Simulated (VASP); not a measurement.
# GaGe3 (Fm-3m) in VASP: further runs

The runs below take GaGe3 through single point, relaxation of cell and atoms, with PBE.

Everything below comes from runs of VASP 6.6.1. Logs are shortened: lines on timing, memory, paths and dates and some standing lists are left out, and cuts for length are marked.

## Step 1: The cell of the first run

The structure is cubic, space group Fm-3m (No. 225). Conventional cell: a = 6.755 Å, b = 6.755 Å, c = 6.755 Å, α = 90.00°, β = 90.00°, γ = 90.00°. Ga (site symmetry m-3m) has 14 Ge at 2.92 to 3.38 Å within 3.9 Å. Within 3.9 Å of Ge (site symmetry -43m) lie 4 Ga at 2.92 Å and 10 Ge at 2.92 to 3.38 Å. Ge (site symmetry m-3m) has 8 Ge at 2.92 Å and 6 Ga at 3.38 Å within 3.9 Å.

## Step 2: Single point, PBE

INCAR reads:

```
SYSTEM = GaGe3
PREC = Accurate
ENCUT = 520
EDIFF = 1E-6
ISMEAR = -1
SIGMA = 0.1
LREAL = .False.
LASPH = .True.
NELM = 100
ALGO = Normal
ISIF = 2
LWAVE = .False.
LCHARG = .True.
GGA = PE
LELF = .True.
LVHAR = .True.
NBANDS = 36
```

KPOINTS reads:

```
regular mesh
0
Gamma
  11 11 11
  0 0 0
```

POSCAR reads:

```
GaGe3
1.0
    0.0000000000      3.3774704046      3.3774704046
    3.3774704046      0.0000000000      3.3774704046
    3.3774704046      3.3774704046      0.0000000000
Ga Ge
1 3
Direct
    0.0000000000      0.0000000000      0.0000000000
    0.2500000000      0.2500000000      0.2500000000
    0.7500000000      0.7500000000      0.7500000000
    0.5000000000      0.5000000000      0.5000000000
```

Potentials or basis: VASP PAW PBE potentials, release 64 (Ga_d, Ge_d).

Command:

```
$ cat potpaw_PBE.64/Ga_d/POTCAR potpaw_PBE.64/Ge_d/POTCAR > POTCAR
$ mpirun -np 1 vasp_std > vasp.out
```

OUTCAR:

```text
SYSTEM = GaGe3
   PREC = Accurate
   ENCUT = 520
   EDIFF = 1E-6
   ISMEAR = -1
   LREAL = .False.
   LASPH = .True.
   NELM = 100
   ISIF = 2
   GGA = PE

 ion  position               nearest neighbor table
   1  0.000  0.000  0.000-
   2  0.250  0.250  0.250-
   3  0.750  0.750  0.750-
   4  0.500  0.500  0.500-

  LATTYP: Found a face centered cubic cell.
 ALAT       =     6.7549408092

  Lattice vectors:

 A1 = (   0.0000000000,   3.3774704046,   3.3774704046)
 A2 = (   3.3774704046,   0.0000000000,   3.3774704046)
 A3 = (   3.3774704046,   3.3774704046,   0.0000000000)

Analysis of symmetry for initial positions (statically):
=====================================================================
 Subroutine PRICEL returns:
 Original cell was already a primitive cell.

 Routine SETGRP: Setting up the symmetry group for a
 face centered cubic supercell.

 Subroutine GETGRP returns: Found 48 space group operations
 (whereof 48 operations were pure point group operations)
 out of a pool of 48 trial point group operations.

The static configuration has the point symmetry O_h .

Analysis of symmetry for dynamics (positions and initial velocities):
=====================================================================
 Subroutine PRICEL returns:
 Original cell was already a primitive cell.

 Routine SETGRP: Setting up the symmetry group for a
 face centered cubic supercell.

 Subroutine GETGRP returns: Found 48 space group operations
 (whereof 48 operations were pure point group operations)
 out of a pool of 48 trial point group operations.

The dynamic configuration has the point symmetry O_h .

 Subroutine INISYM returns: Found 48 space group operations
 (whereof 48 operations are pure point group operations),
 and found     1 'primitive' translations

----------------------------------------------------------------------------------------

                                     Primitive cell

  volume of cell :      77.0557

  direct lattice vectors                    reciprocal lattice vectors
     0.000000000  3.377470405  3.377470405    -0.148039787  0.148039787  0.148039787
     3.377470405  0.000000000  3.377470405     0.148039787 -0.148039787  0.148039787
[... 83 lines left out ...]
   ISPIN  =      1    spin polarized calculation?
   LNONCOLLINEAR =      F non collinear calculations
   LSORBIT =      F    spin-orbit coupling
   LASPH  =      T    aspherical Exc in radial PAW
   ENCUT  =  520.0 eV  38.22 Ry    6.18 a.u.   8.88  8.88  8.88*2*pi/ulx,y,z
   NELM   =    100;   NELMIN=  2; NELMDL= -5     # of ELM steps
   EDIFF  = 0.1E-05   stopping-criterion for ELM
   LREAL  =      F    real-space projection
   EDIFFG = 0.1E-04   stopping-criterion for IOM
   NSW    =      0    number of steps for IOM
   IBRION =     -1    ionic relax: 0-MD 1-quasi-New 2-CG
   NFREE  =      0    steps in history (QN), initial steepest desc. (CG)
   ISIF   =      2    stress and relaxation
   ISYM   =      2    0-nonsym 1-usesym 2-fastsym
   POTIM  = 0.5000    time-step for ionic-motion
   TEBEG  =    0.0;   TEEND  =   0.0 temperature during run
   PSTRESS=    0.0 pullay stress
   NELECT =      55.0000    total number of electrons
   NUPDOWN=      -1.0000    fix difference up-down
   EMIN   =  10.00;   EMAX   =-10.00  energy-range for DOS
   EFERMI =   0.00;   METHOD = LEGACY
   ISMEAR =    -1;   SIGMA  =   0.10  broadening in eV -4-tet -1-fermi 0-gaus
   EFERMI_NEDOS =   21; number of points for ismear=-14 and -15
   IALGO  =     38    algorithm
   IMIX   =      4    mixing-type and parameters
     AMIX     =   0.40;   BMIX     =  1.00
     AMIX_MAG =   1.60;   BMIX_MAG =  1.00
  volume/ion in A,a.u.               =      19.26       130.00
  Fermi-wavevector in a.u.,A,eV,Ry     =   1.463056  2.764774 29.123703  2.140532
  Thomas-Fermi vector in A             =   2.579196
   LORBIT       =      0    0 simple, 1 ext, 2 COOP (PROOUT), +10 PAW based schemes
   GGA     = PE    functional components
   LHFCALC =     F    Hartree Fock is set to
   AEXX    =    0.0000 exact exchange contribution
   IVDW    =     0    specifies the selected vdW correction
   LEPSILON=     F    determine dielectric tensor
   LRPA    =     F    only Hartree local field effects (RPA)
 non-spin polarized calculation
  energy-cutoff  :      520.00
  volume of cell :       77.06
 maximum number of plane-waves:      2102
   NGX = 17   NGY = 17   NGZ = 17

 number of electron      55.0000052 magnetization

 Free energy of the ion-electron system (eV)
  ---------------------------------------------------
  ext. energy  EPLUGINS =         0.00000000
  ---------------------------------------------------
  free energy    TOTEN  =       -15.43635257 eV

  energy without entropy =      -15.35959016  energy(sigma->0) =      -15.39797137

 E-fermi :   6.3256     XC(G=0): -11.1285

 val. band max:        6.3199524613   @ k =  -0.1818   0.0909   0.0000
 cond. band min:       6.3446557869   @ k =  -0.4545   0.1818   0.0000
 fundamental gap:      0.0247033257
 Fermi energy:         6.3256391686

 k-point     1 :       0.0000    0.0000    0.0000
  band No.  band energies     occupation
      1     -18.4700      2.00000
      2     -18.4700      2.00000
      3     -18.4630      2.00000
      4     -18.4630      2.00000
      5     -18.4630      2.00000
      6     -18.4448      2.00000
[... 925 lines left out ...]
     35      13.5707      0.00000
     36      13.8959      0.00000

 [... further k-points ...]

------------------------ aborting loop because EDIFF is reached ----------------------------------------

  FORCE on cell =-STRESS in cart. coord.  units (eV):
  Direction    XX          YY          ZZ          XY          YZ          ZX
  --------------------------------------------------------------------------------------
  -------------------------------------------------------------------------------------
  Total        0.0557701      0.0557701      0.0557701     -0.0000000     -0.0000000      0.0000000
  in kB        1.1595972      1.1595972      1.1595972     -0.0000000     -0.0000000      0.0000000
  external PRESSURE =       1.1595972 kB  Pullay stress =       0.0000000 kB

 VOLUME and BASIS-vectors are now :
 -----------------------------------------------------------------------------
  energy-cutoff  :      520.00
  volume of cell :       77.06
      direct lattice vectors                 reciprocal lattice vectors
     0.000000000  3.377470405  3.377470405    -0.148039787  0.148039787  0.148039787
     3.377470405  0.000000000  3.377470405     0.148039787 -0.148039787  0.148039787
     3.377470405  3.377470405  0.000000000     0.148039787  0.148039787 -0.148039787

 POSITION                                       TOTAL-FORCE (eV/Angst)
 -----------------------------------------------------------------------------------
      0.00000      0.00000      0.00000        -0.000000      0.000000     -0.000000
      1.68874      1.68874      1.68874        -0.000000     -0.000000     -0.000000
      5.06621      5.06621      5.06621         0.000000      0.000000      0.000000
      3.37747      3.37747      3.37747        -0.000000      0.000000     -0.000000
 -----------------------------------------------------------------------------------
    total drift:                                0.000000      0.000000      0.000000

  FREE ENERGIE OF THE ION-ELECTRON SYSTEM (eV)
  ---------------------------------------------------
  free  energy   TOTEN  =       -15.4363525668 eV

  energy  without entropy=      -15.3595901633  energy(sigma->0) =      -15.39797137
```

It took 54 s on 1 thread of Intel Xeon 6975P-C (Granite Rapids), shared host; peak memory 0.28 GiB.

Results:

* Free energy: -15.4364 eV
* Pressure: 0.1 GPa
* Band gap on the k mesh: zero (an odd number of electrons rules out a gap without spin polarisation)

Levels at points of the mesh, in eV from the Fermi level:
```tsv
k point	band 25	band 26	band 27	band 28	band 29	band 30
(0.00, 0.00, 0.00)	-1.66	-1.66	-1.38	-1.38	-1.38	-1.23
```

## Step 3: Relaxation of cell and atoms, PBE

This run uses another cell than the first one, of 19.43 Å³/atom.

INCAR reads:

```
SYSTEM = GaGe3
PREC = Accurate
ENCUT = 600
EDIFF = 1E-6
ISMEAR = -1
SIGMA = 0.1
LREAL = .False.
LASPH = .True.
NELM = 80
ALGO = Normal
ISIF = 3
LWAVE = .False.
LCHARG = .False.
GGA = PE
IBRION = 2
NSW = 80
EDIFFG = -0.01
```

KPOINTS is that of step 2.

POSCAR reads:

```
GaGe3
1.0
    0.0000000000      3.3871670000      3.3871670000
    3.3871670000      0.0000000000      3.3871670000
    3.3871670000      3.3871670000      0.0000000000
Ga Ge
1 3
Direct
    0.0000000000      0.0000000000      0.0000000000
    0.2500000000      0.2500000000      0.2500000000
    0.7500000000      0.7500000000      0.7500000000
    0.5000000000      0.5000000000      0.5000000000
```

Potentials or basis: VASP PAW PBE potentials, release 64 (Ga_d, Ge_d).

Command:

```
$ cat potpaw_PBE.64/Ga_d/POTCAR potpaw_PBE.64/Ge_d/POTCAR > POTCAR
$ mpirun -np 1 vasp_std > vasp.out
```

Run time: 3.2 min. Hardware: 1 thread of Intel Xeon 6975P-C (Granite Rapids), shared host; peak memory 0.34 GiB.

The run converged. Its results:

| Quantity | Value |
| --- | --- |
| Free energy | -15.4365 eV |
| Relaxed volume | 19.30 Å³/atom |
| Relaxed cell | a = 4.779 Å, b = 4.779 Å, c = 4.779 Å, α = 60.00°, β = 60.00°, γ = 60.00° |
| Space group after relaxing (to 0.1 Å) | Fm-3m (No. 225) |
| Energy gained by relaxing | 0.2 meV/atom |
| Ionic steps | 3 |
| Pressure after relaxing | 0.0 GPa |
| Band gap on the k mesh | zero (an odd number of electrons rules out a gap without spin polarisation) |

Step by step:
```csv
step,energy change (eV),largest force (eV/Å),pressure (GPa),volume (Å³)
1,0.0000,0.0000,-0.58,77.72
2,-0.0007,0.0000,0.10,76.93
3,-0.0008,0.0000,0.05,77.19
```

Final structure:
```cif
data_structure
_symmetry_space_group_name_H-M 'P 1'
_symmetry_Int_Tables_number 1
_cell_length_a 4.7793
_cell_length_b 4.7793
_cell_length_c 4.7793
_cell_angle_alpha 60.000
_cell_angle_beta 60.000
_cell_angle_gamma 60.000
_cell_volume 77.19
loop_
_atom_site_label
_atom_site_type_symbol
_atom_site_fract_x
_atom_site_fract_y
_atom_site_fract_z
_atom_site_occupancy
Ga1 Ga 0.00000 0.00000 0.00000 1
Ge1 Ge 0.25000 0.25000 0.25000 1
Ge2 Ge 0.75000 0.75000 0.75000 1
Ge3 Ge 0.50000 0.50000 0.50000 1
```

Levels at points of the mesh, in eV from the Fermi level:
```csv
k point,band 25,band 26,band 27,band 28,band 29,band 30
"(0.00, 0.00, 0.00)",-1.66,-1.66,-1.37,-1.37,-1.37,-1.24
```
